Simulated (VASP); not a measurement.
# WS2 in VASP: further runs, part 2 of 2

VASP 6.6.1. The steps go on from the part before.

## Step 3: Single point, PBE, collinear spin (23.32 Å³/atom)

This run uses another cell than the first one, of 23.32 Å³/atom.

The input, INCAR:

```
PREC = Accurate ; ENCUT = 520
EDIFF = 1E-6 ; ISMEAR = 0
SIGMA = 0.05 ; LREAL = False
LASPH = True ; NELM = 150
ALGO = Normal ; ISIF = 2
LWAVE = False ; LCHARG = True
ISPIN = 2 ; MAGMOM = 0.05 0.05 0 0 0 0
LORBIT = 11 ; LMAXMIX = 4
GGA = PE ; LELF = True
LVHAR = True ; NBANDS = 39
```

The input, KPOINTS:

```
regular mesh
0
Gamma
  10 10 2
```

The input, POSCAR:

```
WS2
1.0
    3.1884706112      0.0000000001      0.0000000000
   -1.5942353057      2.7612965485      0.0000000000
    0.0000000000      0.0000000000     15.8907126572
W S
2 4
Direct
    0.3333333333      0.6666666667      0.2500000000
    0.6666666667      0.3333333333      0.7500000000
    0.3333333333      0.6666666667      0.6511560338
    0.6666666667      0.3333333333      0.1511560338
    0.3333333333      0.6666666667      0.8488439662
    0.6666666667      0.3333333333      0.3488439662
```

Potentials or basis: VASP PAW PBE potentials, release 64 (W_sv, S).

On the command line:

```sh
cat potpaw_PBE.64/W_sv/POTCAR potpaw_PBE.64/S/POTCAR > POTCAR
mpirun -np 1 vasp_std > vasp.out
```

It took 1.9 min on 1 thread of Intel Xeon 6975P-C (Granite Rapids), shared host; peak memory 0.42 GiB.

Results (log left out):

```
Free energy                                           : -47.3619 eV
Pressure                                              : -0.1 GPa
Largest force                                         : 0.007 eV/Å
Band gap on the k mesh                                : 1.91 eV (least direct gap 2.15 eV)
Net moment                                            : 0.00 μB per cell
Valence electrons inside the program's atomic spheres : W 11.99; S 3.72
```

Forces on the atoms (eV/Å):
```
W    0.000  0.000  0.000
W    0.000  0.000  0.000
S    0.000  0.000 -0.007
S    0.000  0.000 -0.007
S    0.000  0.000  0.007
S    0.000  0.000  0.007
```

Levels at points of the mesh, in eV from the valence-band top:
Spin up:
```
           k point  band 23  band 24  band 25  band 26  band 27  band 28  band 29  band 30
(0.00, 0.00, 0.00)    -1.71    -1.71    -0.25     0.00     2.78     2.78     2.78     2.78
(0.50, 0.00, 0.00)    -1.37    -1.37    -1.02    -1.01     2.74     2.74     3.17     3.21
(0.00, 0.00, 0.50)    -1.71    -1.71    -0.12    -0.12     2.78     2.78     2.78     2.78
(0.50, 0.00, 0.50)    -1.37    -1.37    -1.01    -1.01     2.74     2.74     3.19     3.19
```
Spin down:
```tsv
k point	band 22	band 23	band 24	band 25	band 26	band 27	band 28	band 29	band 30	band 31
(0.00, 0.00, 0.00)	-1.71	-1.71	-1.71	-0.25	0.00	2.78	2.78	2.78	2.78	2.93
(0.50, 0.00, 0.00)	-2.22	-1.37	-1.37	-1.01	-1.01	2.74	2.74	3.17	3.21	3.88
(0.00, 0.00, 0.50)	-1.71	-1.71	-1.71	-0.12	-0.12	2.78	2.78	2.78	2.78	2.93
(0.50, 0.00, 0.50)	-2.22	-1.37	-1.37	-1.01	-1.01	2.74	2.74	3.19	3.19	3.95
```

Caveat: spin-orbit coupling is left out, which moves the levels of the heavy elements; this functional lacks dispersion, which binds the layers, so the pressure and a relaxed spacing across them are unreliable.

## Step 4: Single point, PBE, collinear spin

This run uses another cell than the first one, of 21.79 Å³/atom.

The input, INCAR:

```
SYSTEM = WS2
  PREC = Accurate
  ENCUT = 520
  EDIFF = 1E-6
  ISMEAR = 0
  SIGMA = 0.05
  LREAL = .FALSE.
  LASPH = .TRUE.
  NELM = 150
  ALGO = Normal
  ISIF = 2
  LWAVE = .FALSE.
  LCHARG = .TRUE.
  ISPIN = 2
  MAGMOM = 2 2 0 0 0 0
  LORBIT = 11
  LMAXMIX = 4
  GGA = PE
  LELF = .TRUE.
  LVHAR = .TRUE.
  NBANDS = 39
```

The input, KPOINTS:

```
regular mesh
0
G
  10 10 2
  0 0 0
```

The input, POSCAR:

```
WS2
1.0
    3.1878273111      0.0000000001      0.0000000000
   -1.5939136556      2.7607394343      0.0000000000
    0.0000000000      0.0000000000     14.8571278143
W S
2 4
Direct
    0.3333333333      0.6666666667      0.2500000000
    0.6666666667      0.3333333333      0.7500000000
    0.3333333333      0.6666666667      0.6442570267
    0.6666666667      0.3333333333      0.1442570267
    0.3333333333      0.6666666667      0.8557429733
    0.6666666667      0.3333333333      0.3557429733
```

On the command line:

```sh
cat potpaw_PBE.64/W_sv/POTCAR potpaw_PBE.64/S/POTCAR > POTCAR
mpirun -np 1 vasp_std > vasp.out
```

It took 2.6 min on 1 thread of Intel Xeon 6975P-C (Granite Rapids), shared host; peak memory 0.41 GiB.

Results (log left out):

* Free energy: -47.3641 eV
* Pressure: 0.0 GPa
* Largest force: 0.003 eV/Å
* Band gap on the k mesh: 1.78 eV (least direct gap 2.14 eV)
* Net moment: 0.00 μB per cell
* Valence electrons inside the program's atomic spheres: W 11.99; S 3.72

Forces on the atoms (eV/Å):
```
W    0.000  0.000  0.000
W    0.000  0.000  0.000
S    0.000  0.000 -0.003
S    0.000  0.000 -0.003
S    0.000  0.000  0.003
S    0.000  0.000  0.003
```

Levels at points of the mesh, in eV from the valence-band top:
Spin up:
```tsv
k point	band 24	band 25	band 26	band 27	band 28	band 29
(0.00, 0.00, 0.00)	-1.79	-0.41	0.00	2.70	2.70	2.70
(0.50, 0.00, 0.00)	-1.44	-1.11	-1.09	2.66	2.66	3.08
(0.00, 0.00, 0.50)	-1.79	-0.18	-0.18	2.70	2.70	2.70
(0.50, 0.00, 0.50)	-1.45	-1.10	-1.10	2.66	2.66	3.11
```
Spin down:
```tsv
k point	band 22	band 23	band 24	band 25	band 26	band 27	band 28	band 29	band 30	band 31
(0.00, 0.00, 0.00)	-1.79	-1.79	-1.79	-0.41	0.00	2.70	2.70	2.70	2.70	2.84
(0.50, 0.00, 0.00)	-2.31	-1.46	-1.44	-1.11	-1.09	2.66	2.66	3.08	3.14	3.75
(0.00, 0.00, 0.50)	-1.79	-1.79	-1.79	-0.18	-0.18	2.70	2.70	2.70	2.70	2.85
(0.50, 0.00, 0.50)	-2.31	-1.45	-1.45	-1.10	-1.10	2.66	2.66	3.11	3.11	3.86
```

Caveat: spin-orbit coupling is left out, which moves the levels of the heavy elements; this functional lacks dispersion, which binds the layers, so the pressure and a relaxed spacing across them are unreliable.

## Step 5: Single point, PBE, collinear spin (atom 4 (S) moved 0.12 Å along z)

The input, INCAR:

```
SYSTEM = WS2
PREC = Accurate
ENCUT = 520
EDIFF = 1E-6
ISMEAR = 0
SIGMA = 0.05
LREAL = .FALSE.
LASPH = .TRUE.
NELM = 150
ALGO = Normal
ISIF = 2
LWAVE = .FALSE.
LCHARG = .FALSE.
ISPIN = 2
MAGMOM = 0.05 0.05 0 0 0 0
LORBIT = 11
LMAXMIX = 4
GGA = PE
NBANDS = 39
```

The input, KPOINTS:

```
Automatic mesh
0
G
  10 10 2
  0 0 0
```

Edit POSCAR of step 4 so:

```diff
@@ -11,3 +11,3 @@
     0.3333333333      0.6666666667      0.6442570267
-    0.6666666667      0.3333333333      0.1442570267
+    0.6666666667      0.3333333333      0.1523339580
     0.3333333333      0.6666666667      0.8557429733
```

On the command line:

```sh
cat potpaw_PBE.64/W_sv/POTCAR potpaw_PBE.64/S/POTCAR > POTCAR
mpirun -np 1 vasp_std > vasp.out
```

Wall time 2 min (1 thread of Intel Xeon 6975P-C (Granite Rapids), shared host); peak memory 0.4 GiB.

Results (log left out):

```yaml
Free_energy: -47.2256 eV
Pressure: 2.9 GPa
Largest_force: 2.397 eV/Å
Band_gap_on_the_k_mesh: 1.44 eV (least direct gap 1.91 eV)
Net_moment: 0.00 μB per cell
Valence_electrons_inside_the_program's_atomic_spheres: W 12.10, 11.99; S 3.72, 3.77 (each value once)
```

Forces in eV/Å, atoms in the order of the input:
```
W    0.000  0.000  2.138
W    0.000  0.000 -0.001
S    0.000  0.000 -0.003
S    0.000  0.000 -2.397
S    0.000  0.000  0.004
S    0.000  0.000  0.259
```

Stress tensor (GPa, compression positive):
```
1.93 0.00 0.00
0.00 1.93 0.00
0.00 0.00 4.71
```

Levels at points of the mesh, in eV from the valence-band top:
Spin up:
| k point | band 23 | band 24 | band 25 | band 26 | band 27 | band 28 | band 29 | band 30 |
| --- | --- | --- | --- | --- | --- | --- | --- | --- |
| (0.00, 0.00, 0.00) | -1.93 | -1.93 | -0.46 | 0.00 | 2.41 | 2.41 | 2.56 | 2.56 |
| (0.50, 0.00, 0.00) | -1.82 | -1.59 | -1.28 | -1.24 | 2.39 | 2.52 | 2.89 | 2.97 |
| (0.00, 0.00, 0.50) | -1.93 | -1.93 | -0.33 | -0.09 | 2.41 | 2.41 | 2.56 | 2.56 |
| (0.50, 0.00, 0.50) | -1.82 | -1.59 | -1.27 | -1.24 | 2.39 | 2.52 | 2.89 | 2.97 |
Spin down:
| k point | band 22 | band 23 | band 24 | band 25 | band 26 | band 27 | band 28 | band 29 | band 30 | band 31 |
| --- | --- | --- | --- | --- | --- | --- | --- | --- | --- | --- |
| (0.00, 0.00, 0.00) | -2.10 | -1.93 | -1.93 | -0.46 | 0.00 | 2.41 | 2.41 | 2.56 | 2.56 | 2.70 |
| (0.50, 0.00, 0.00) | -2.36 | -1.82 | -1.59 | -1.28 | -1.24 | 2.39 | 2.52 | 2.89 | 2.97 | 3.64 |
| (0.00, 0.00, 0.50) | -2.20 | -1.93 | -1.93 | -0.33 | -0.09 | 2.41 | 2.41 | 2.56 | 2.56 | 2.71 |
| (0.50, 0.00, 0.50) | -2.36 | -1.82 | -1.59 | -1.27 | -1.24 | 2.39 | 2.52 | 2.89 | 2.97 | 3.71 |

Caveat: the cell differs from its parent crystal (atom 4 (S) moved 0.12 Å along z); spin-orbit coupling is left out, which moves the levels of the heavy elements; this functional lacks dispersion, which binds the layers, so the pressure and a relaxed spacing across them are unreliable; forces of over 1 eV/Å act on the atoms, so gaps and moduli don't describe the material at rest. A k mesh can miss the band edges.

## Step 6: Overview

| cell | gap on the mesh (eV) | pressure (GPa) | moment (μB) | largest force (eV/Å) |
| --- | --- | --- | --- | --- |
| a = 3.189, b = 3.189, c = 15.444 Å, angles 90.0, 90.0, 120.0°, 6 atoms, atomic positions A | 1.87 | -0.1 | 0.00 | - |
| a = 3.188, b = 3.188, c = 15.891 Å, angles 90.0, 90.0, 120.0°, 6 atoms, atomic positions B | 1.91 | -0.1 | 0.00 | 0.01 |
| a = 3.188, b = 3.188, c = 14.857 Å, angles 90.0, 90.0, 120.0°, 6 atoms, atomic positions C | 1.78 | 0.0 | 0.00 | - |
| a = 3.188, b = 3.188, c = 14.857 Å, angles 90.0, 90.0, 120.0°, 6 atoms, atomic positions D | 1.44 | 2.9 | 0.00 | 2.40 |

Alike in all rows: task single point; level PBE; potentials or basis VASP PAW PBE potentials, release 64 (W_sv, S); spin collinear; k mesh 10 × 10 × 2; cutoff (eV) 520; smearing gaussian 0.05 eV.

Caveats: spin-orbit coupling is left out, which moves the levels of the heavy elements; this functional lacks dispersion, which binds the layers, so the pressure and a relaxed spacing across them are unreliable; forces of over 1 eV/Å act on the atoms, so gaps and moduli don't describe the material at rest (at least some runs).

Absolute energies hang on the potentials; compare differences alone.
